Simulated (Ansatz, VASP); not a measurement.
Two plane-wave programs on W

File INCAR:

```
SYSTEM = W
PREC = Accurate
ENCUT = 520
EDIFF = 1E-7
ISMEAR = 0
SIGMA = 0.15
LREAL = .FALSE.
LASPH = .TRUE.
NELM = 100
ALGO = Normal
ISIF = 2
LWAVE = .FALSE.
LCHARG = .FALSE.
GGA = PE
NBANDS = 13
```

Contents of KPOINTS:

```
Automatic mesh
0
G
  20 20 20
  0 0 0
```

File POSCAR:

```
W
1.0
   -1.5174350000      1.5174350000      1.5973000000
    1.5174350000     -1.5174350000      1.5973000000
    1.5174350000      1.5174350000     -1.5973000000
W
1
Direct
    0.0000000000      0.0000000000      0.0000000000
```

Input for Ansatz:

```yaml
crystal:
  lattice:
    - [-1.517435, 1.517435, 1.5973]
    - [1.517435, -1.517435, 1.5973]
    - [1.517435, 1.517435, -1.5973]
  atoms:
    - { symbol: W, position: [0.0, 0.0, 0.0] }
basis:
  ecutwfc: 420
kpoints:
  mp_grid: { grid: [20, 20, 20] }
hamiltonian:
  xc: pbe
scf:
  occupations: { method: gaussian, width: 0.15 }
output:
  forces: true
  stress: true
  eigenvalues: true
  write_density: true
  write_potential: true
  elf: true
  volumetric_format: npy
```

Change from the starting cell: strain -0.050 along x and y, +0.000 along z, atoms carried along.

Alike in both runs: task single point; functional PBE; k mesh 20 × 20 × 20; occupations gaussian, width 0.15 eV; no spin polarisation.

```csv
,VASP,Ansatz
version,VASP 6.6.1,Ansatz 0.2.0
potentials or method,"VASP PAW PBE potentials, release 64 (W_sv), cutoff 520 eV","scalar-relativistic, plane waves, PAW"
valence electrons in the cell,14,14
```

|  | VASP | Ansatz | Ansatz less VASP |
| --- | --- | --- | --- |
| gap on the k mesh at the Fermi level (eV) | none | none | - |
| pressure (GPa) | 35.3 | 34.3 | -1.00 |
| traceless stress, the component that is largest in VASP (GPa) | -12.86 | -12.86 | 0.000 |

A gap of «none» marks a metal or a gap that the smearing closes. Both programs put the cell under a high pressure, so it lies far from rest at this level.

Spin-orbit coupling is off throughout.
